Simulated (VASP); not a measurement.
# InP (I-4m2) in VASP: a series of runs

InP is run at these levels: r2SCAN; tasks: single point.

Everything below comes from runs of VASP 6.6.1. Logs are shortened: lines on timing, memory, paths and dates and some standing lists are left out, and cuts for length are marked.

## (1) The cell of the first run

Symmetry: I-4m2, No. 119, tetragonal system. Conventional cell: a = 4.144 Å, b = 4.144 Å, c = 5.685 Å, α = 90.00°, β = 90.00°, γ = 90.00°. Within 3.3 Å of In (site symmetry -4m2) lie 4 P at 2.51 Å. P (site symmetry -4m2) has 4 In at 2.51 Å within 3.3 Å.

## (2) Single point, r2SCAN (strain -0.0300 x Voigt [0, 1, 0, 0, 0, 0])

File POSCAR:

```
InP
1.0
    0.0000000000      2.8425850000      2.9305000000
    2.9305000000      0.0000000000      2.9305000000
    2.9305000000      2.8425850000      0.0000000000
In P
1 1
Direct
    0.0000000000      0.0000000000      0.0000000000
    0.7500000000      0.7500000000      0.7500000000
```

File INCAR.step1:

```
SYSTEM = InP
  ALGO = Normal
  EDIFF = 1E-4
  ENCUT = 520
  GGA = PE
  ISMEAR = 0
  LASPH = .True.
  LCHARG = .False.
  LREAL = .False.
  LWAVE = .True.
  NBANDS = 16
  NELM = 100
  PREC = Accurate
  SIGMA = 0.05
```

File INCAR.step2:

```
SYSTEM = InP
  ALGO = Normal
  EDIFF = 1E-6
  ENCUT = 520
  ISIF = 2
  ISMEAR = 0
  ISTART = 1
  LASPH = .True.
  LCHARG = .False.
  LMIXTAU = .True.
  LREAL = .False.
  LWAVE = .False.
  METAGGA = R2SCAN
  NBANDS = 16
  NELM = 100
  PREC = Accurate
  SIGMA = 0.05
```

File KPOINTS:

```
k-points
0
Gamma
  8 8 8
  0 0 0
```

Potentials or basis: VASP PAW PBE potentials, release 64 (In_d, P).

Command:

```
cat potpaw_PBE.64/In_d/POTCAR potpaw_PBE.64/P/POTCAR > POTCAR
cp INCAR.step1 INCAR
mpirun -np 1 vasp_std > vasp.out
cp INCAR.step2 INCAR
mpirun -np 1 vasp_std > vasp.out
```

OUTCAR:

```text
SYSTEM = InP
   EDIFF = 1E-6
   ENCUT = 520
   ISIF = 2
   ISMEAR = 0
   ISTART = 1
   LASPH = .True.
   LREAL = .False.
   METAGGA = R2SCAN
   NELM = 100
   PREC = Accurate

 ion  position               nearest neighbor table
   1  0.000  0.000  0.000-   2 2.51   2 2.51   2 2.51   2 2.51
   2  0.750  0.750  0.750-   1 2.51   1 2.51   1 2.51   1 2.51

  LATTYP: Found a body centered tetragonal cell.
 ALAT       =     4.1443528445
 C/A-ratio  =     1.3717871555

  Lattice vectors:

 A1 = (   0.0000000000,  -2.8425850000,   2.9305000000)
 A2 = (   0.0000000000,  -2.8425850000,  -2.9305000000)
 A3 = (   2.9305000000,   2.8425850000,   0.0000000000)

Analysis of symmetry for initial positions (statically):
=====================================================================
 Subroutine PRICEL returns:
 Original cell was already a primitive cell.

 Routine SETGRP: Setting up the symmetry group for a
 body centered tetragonal supercell.

 Subroutine GETGRP returns: Found  8 space group operations
 (whereof  8 operations were pure point group operations)
 out of a pool of 16 trial point group operations.

The static configuration has the point symmetry D_2d.

Analysis of symmetry for dynamics (positions and initial velocities):
=====================================================================
 Subroutine PRICEL returns:
 Original cell was already a primitive cell.

 Routine SETGRP: Setting up the symmetry group for a
 body centered tetragonal supercell.

 Subroutine GETGRP returns: Found  8 space group operations
 (whereof  8 operations were pure point group operations)
 out of a pool of 16 trial point group operations.

The dynamic configuration has the point symmetry D_2d.

 Subroutine INISYM returns: Found  8 space group operations
 (whereof  8 operations are pure point group operations),
 and found     1 'primitive' translations

----------------------------------------------------------------------------------------

                                     Primitive cell

  volume of cell :      48.8233

  direct lattice vectors                    reciprocal lattice vectors
     0.000000000  2.842585000  2.930500000    -0.170619348  0.175896235  0.170619348
     2.930500000  0.000000000  2.930500000     0.170619348 -0.175896235  0.170619348
     2.930500000  2.842585000  0.000000000     0.170619348  0.175896235 -0.170619348

  length of vectors
     4.082660864  4.144352845  4.082660864     0.298599078  0.298599078  0.298599078

  position of ions in fractional coordinates (direct lattice)
     0.000000000  0.000000000  0.000000000
     0.750000000  0.750000000  0.750000000

  ion indices of the primitive-cell ions
   primitive index   ion index
                 1           1
                 2           2

----------------------------------------------------------------------------------------

 KPOINTS: k-points

Automatic generation of k-mesh.
 Grid dimensions read from file:
 generate k-points for:    8    8    8

 Generating k-lattice:

  Cartesian coordinates                     Fractional coordinates (reciprocal lattice)
    -0.021327419  0.021987029  0.021327419     0.125000000  0.000000000  0.000000000
     0.021327419 -0.021987029  0.021327419    -0.000000000  0.125000000 -0.000000000
     0.021327419  0.021987029 -0.021327419     0.000000000  0.000000000  0.125000000

  Length of vectors
     0.037324885  0.037324885  0.037324885

  Shift w.r.t. Gamma in fractional coordinates (k-lattice)
     0.000000000  0.000000000  0.000000000

 Subroutine IBZKPT returns following result:
 ===========================================

 Found     59 irreducible k-points:

 Following reciprocal coordinates:
            Coordinates               Weight
  0.000000  0.000000  0.000000      1.000000
  0.125000  0.000000  0.000000      8.000000
  0.250000  0.000000  0.000000      8.000000
  0.375000  0.000000  0.000000      8.000000
  0.500000  0.000000  0.000000      4.000000
  0.125000  0.125000  0.000000      4.000000
[... 16 lines left out ...]
  0.250000  0.000000  0.125000      8.000000
  0.375000  0.000000  0.125000      8.000000
 [... further k-points ...]
   k-points           NKPTS =     59   k-points in BZ     NKDIM =     59   number of bands    NBANDS=     16
   number of dos      NEDOS =    301   number of ions     NIONS =      2
   total plane-waves  NPLWV =  28800
   dimension x,y,z NGX =    30 NGY =   32 NGZ =   30
   dimension x,y,z NGXF=    60 NGYF=   64 NGZF=   60
   ions per type =               1   1
   NGX,Y,Z   is equivalent  to a cutoff of  12.22, 12.84, 12.22 a.u.
   NGXF,Y,Z  is equivalent  to a cutoff of  24.43, 25.67, 24.43 a.u.
 SYSTEM =  InP
   PREC   = accura    normal or accurate (medium, high low for compatibility)
   ISTART =      1    job   : 0-new  1-cont  2-samecut
   ICHARG =      0    charge: 1-file 2-atom 10-const
   ISPIN  =      1    spin polarized calculation?
   LNONCOLLINEAR =      F non collinear calculations
   LSORBIT =      F    spin-orbit coupling
   LASPH  =      T    aspherical Exc in radial PAW
   ENCUT  =  520.0 eV  38.22 Ry    6.18 a.u.   7.59  7.71  7.59*2*pi/ulx,y,z
   NELM   =    100;   NELMIN=  2; NELMDL=  0     # of ELM steps
   EDIFF  = 0.1E-05   stopping-criterion for ELM
   LREAL  =      F    real-space projection
   EDIFFG = 0.1E-04   stopping-criterion for IOM
   NSW    =      0    number of steps for IOM
   IBRION =     -1    ionic relax: 0-MD 1-quasi-New 2-CG
   NFREE  =      0    steps in history (QN), initial steepest desc. (CG)
   ISIF   =      2    stress and relaxation
   ISYM   =      2    0-nonsym 1-usesym 2-fastsym
   POTIM  = 0.5000    time-step for ionic-motion
   TEBEG  =    0.0;   TEEND  =   0.0 temperature during run
   PSTRESS=    0.0 pullay stress
   NELECT =      18.0000    total number of electrons
   NUPDOWN=      -1.0000    fix difference up-down
   EMIN   =  10.00;   EMAX   =-10.00  energy-range for DOS
   EFERMI =   0.00;   METHOD = LEGACY
   ISMEAR =     0;   SIGMA  =   0.05  broadening in eV -4-tet -1-fermi 0-gaus
   EFERMI_NEDOS =   21; number of points for ismear=-14 and -15
   IALGO  =     38    algorithm
   IMIX   =      4    mixing-type and parameters
     AMIX     =   0.40;   BMIX     =  1.00
     AMIX_MAG =   1.60;   BMIX_MAG =  1.00
  volume/ion in A,a.u.               =      24.41       164.74
  Fermi-wavevector in a.u.,A,eV,Ry     =   1.173879  2.218310 18.748721  1.377992
  Thomas-Fermi vector in A             =   2.310285
   LORBIT       =      0    0 simple, 1 ext, 2 COOP (PROOUT), +10 PAW based schemes
   METAGGA = R2SCAN    functional components
   LHFCALC =     F    Hartree Fock is set to
   AEXX    =    0.0000 exact exchange contribution
   IVDW    =     0    specifies the selected vdW correction
   LEPSILON=     F    determine dielectric tensor
   LRPA    =     F    only Hartree local field effects (RPA)
 non-spin polarized calculation
 Gauss-broadening in eV      SIGMA  =   0.05
  energy-cutoff  :      520.00
  volume of cell :       48.82
 maximum number of plane-waves:      1327
   NGX = 15   NGY = 15   NGZ = 15

 number of electron      17.9999998 magnetization

 Free energy of the ion-electron system (eV)
  ---------------------------------------------------
  ext. energy  EPLUGINS =         0.00000000
  ---------------------------------------------------
  free energy    TOTEN  =       -32.26120502 eV

  energy without entropy =      -32.26120502  energy(sigma->0) =      -32.26120502

 E-fermi :   5.7409     XC(G=0): -10.0266

 val. band max:        5.4510080610   @ k =   0.0000   0.0000   0.0000
 cond. band min:       6.6968253081   @ k =   0.0000   0.0000   0.0000
 fundamental gap:      1.2458172471
 Fermi energy:         5.7408784434

 k-point     1 :       0.0000    0.0000    0.0000
  band No.  band energies     occupation
      1      -9.3699      2.00000
      2      -9.3699      2.00000
      3      -9.3568      2.00000
      4      -9.1713      2.00000
      5      -9.1676      2.00000
      6      -6.8644      2.00000
[... 8 lines left out ...]
     15      15.0791      0.00000
     16      15.5488      0.00000

 k-point     2 :       0.1250    0.0000    0.0000
  band No.  band energies     occupation
      1      -9.3914      2.00000
      2      -9.3608      2.00000
      3      -9.3517      2.00000
      4      -9.1717      2.00000
      5      -9.1669      2.00000
      6      -6.6659      2.00000
[... 8 lines left out ...]
     15      14.7776      0.00000
     16      15.4708      0.00000

 k-point     3 :       0.2500    0.0000    0.0000
  band No.  band energies     occupation
      1      -9.4469      2.00000
      2      -9.3412      2.00000
      3      -9.3331      2.00000
      4      -9.1704      2.00000
      5      -9.1623      2.00000
      6      -6.1137      2.00000
[... 8 lines left out ...]
     15      14.4448      0.00000
     16      15.1499      0.00000

 k-point     4 :       0.3750    0.0000    0.0000
  band No.  band energies     occupation
      1      -9.4978      2.00000
      2      -9.3261      2.00000
      3      -9.3178      2.00000
      4      -9.1649      2.00000
      5      -9.1529      2.00000
      6      -5.3744      2.00000
[... 8 lines left out ...]
     15      15.4682      0.00000
     16      15.5173      0.00000
[... 324 lines left out ...]
 k-point    22 :       0.1250    0.0000    0.1250
  band No.  band energies     occupation
      1      -9.4012      2.00000
      2      -9.3518      2.00000
      3      -9.3518      2.00000
      4      -9.1798      2.00000
      5      -9.1607      2.00000
      6      -6.5909      2.00000
[... 8 lines left out ...]
     15      15.2411      0.00000
     16      15.9979      0.00000

 k-point    23 :       0.2500    0.0000    0.1250
  band No.  band energies     occupation
      1      -9.4501      2.00000
      2      -9.3326      2.00000
      3      -9.3311      2.00000
      4      -9.1861      2.00000
      5      -9.1536      2.00000
      6      -6.1494      2.00000
[... 8 lines left out ...]
     15      15.2364      0.00000
     16      16.4131      0.00000

 k-point    24 :       0.3750    0.0000    0.1250
  band No.  band energies     occupation
      1      -9.4978      2.00000
      2      -9.3162      2.00000
      3      -9.3140      2.00000
      4      -9.1840      2.00000
      5      -9.1460      2.00000
      6      -5.4548      2.00000
[... 8 lines left out ...]
     15      16.0751      0.00000
     16      16.1007      0.00000

 [... further k-points ...]

------------------------ aborting loop because EDIFF is reached ----------------------------------------

  FORCE on cell =-STRESS in cart. coord.  units (eV):
  Direction    XX          YY          ZZ          XY          YZ          ZX
  --------------------------------------------------------------------------------------
  -------------------------------------------------------------------------------------
  Total        1.0975813      1.4688954      1.0975813      0.0000000      0.0000000      0.0000000
  in kB       36.0180660     48.2030522     36.0180660      0.0000000      0.0000000      0.0000000
  external PRESSURE =      40.0797281 kB  Pullay stress =       0.0000000 kB

 VOLUME and BASIS-vectors are now :
 -----------------------------------------------------------------------------
  energy-cutoff  :      520.00
  volume of cell :       48.82
      direct lattice vectors                 reciprocal lattice vectors
     0.000000000  2.842585000  2.930500000    -0.170619348  0.175896235  0.170619348
     2.930500000  0.000000000  2.930500000     0.170619348 -0.175896235  0.170619348
     2.930500000  2.842585000  0.000000000     0.170619348  0.175896235 -0.170619348

 POSITION                                       TOTAL-FORCE (eV/Angst)
 -----------------------------------------------------------------------------------
      0.00000      0.00000      0.00000        -0.000000      0.000000     -0.000000
      4.39575      4.26388      4.39575         0.000000      0.000000      0.000000
 -----------------------------------------------------------------------------------
    total drift:                               -0.000018     -0.000058     -0.000018

  FREE ENERGIE OF THE ION-ELECTRON SYSTEM (eV)
  ---------------------------------------------------
  free  energy   TOTEN  =       -32.2612050226 eV

  energy  without entropy=      -32.2612050226  energy(sigma->0) =      -32.26120502
```

Run time: 3.9 min. Hardware: 1 thread of Intel Xeon 8259CL, shared host; peak memory 0.2 GiB.

Results:

| Property | Result |
| --- | --- |
| Free energy | -32.2612 eV |
| Pressure | 4.0 GPa |
| Band gap on the k mesh | 1.25 eV |

Caveat: the cell differs from its parent crystal (strain -0.0300 x Voigt [0, 1, 0, 0, 0, 0]); the cell stands under pressure; the PAW data sets were made with another functional, which shifts forces and pressure a little; spin-orbit coupling is left out, which moves the levels of the heavy elements. A k mesh can miss the band edges.

## (3) Single point, r2SCAN (strain -0.0200 x Voigt [0, 1, 0, 0, 0, 0])

File POSCAR:

```
InP
1.0
    0.0000000000      2.8718900000      2.9305000000
    2.9305000000      0.0000000000      2.9305000000
    2.9305000000      2.8718900000      0.0000000000
In P
1 1
Direct
    0.0000000000      0.0000000000      0.0000000000
    0.7500000000      0.7500000000      0.7500000000
```

File INCAR.step1:

```
ALGO = Normal
EDIFF = 1E-4
ENCUT = 520
GGA = PE
ISMEAR = 0
LASPH = True
LCHARG = False
LREAL = False
LWAVE = True
NBANDS = 16
NELM = 80
PREC = Accurate
SIGMA = 0.05
```

File INCAR.step2:

```
ALGO = Normal
EDIFF = 1E-6
ENCUT = 520
ISIF = 2
ISMEAR = 0
ISTART = 1
LASPH = True
LCHARG = False
LMIXTAU = True
LREAL = False
LWAVE = False
METAGGA = R2SCAN
NBANDS = 16
NELM = 80
PREC = Accurate
SIGMA = 0.05
```

File KPOINTS:

```
k-points
0
Gamma
  8 8 8
```

Potentials or basis: VASP PAW PBE potentials, release 64 (In_d, P).

Command:

```
cat potpaw_PBE.64/In_d/POTCAR potpaw_PBE.64/P/POTCAR > POTCAR
cp INCAR.step1 INCAR
mpirun -np 1 vasp_std > vasp.out
cp INCAR.step2 INCAR
mpirun -np 1 vasp_std > vasp.out
```

Wall time 2.6 min (1 thread of Intel Xeon 8259CL, shared host); peak memory 0.21 GiB.

The run converged. Its results:

| Item | Value |
| --- | --- |
| Free energy | -32.2748 eV |
| Pressure | 3.2 GPa |
| Band gap on the k mesh | 1.22 eV |

Stress tensor (GPa, compression positive):
```
2.88 0.00 0.00
0.00 3.72 0.00
0.00 0.00 2.88
```

Levels at points of the mesh, in eV from the valence-band top:
| k point | band 7 | band 8 | band 9 | band 10 | band 11 | band 12 |
| --- | --- | --- | --- | --- | --- | --- |
| (0.00, 0.00, 0.00) | -0.10 | -0.10 | 0.00 | 1.22 | 4.36 | 4.39 |
| (0.50, 0.00, 0.00) | -6.06 | -1.17 | -1.04 | 1.85 | 5.02 | 5.18 |
| (0.50, 0.50, 0.00) | -6.08 | -2.51 | -2.50 | 1.95 | 2.55 | 9.89 |
| (0.50, 0.00, 0.50) | -5.95 | -2.63 | -2.63 | 1.83 | 2.35 | 10.10 |

Caveat: the cell differs from its parent crystal (strain -0.0200 x Voigt [0, 1, 0, 0, 0, 0]); the cell stands under pressure; the PAW data sets were made with another functional, which shifts forces and pressure a little; spin-orbit coupling is left out, which moves the levels of the heavy elements.

[end of part 1 of 2]
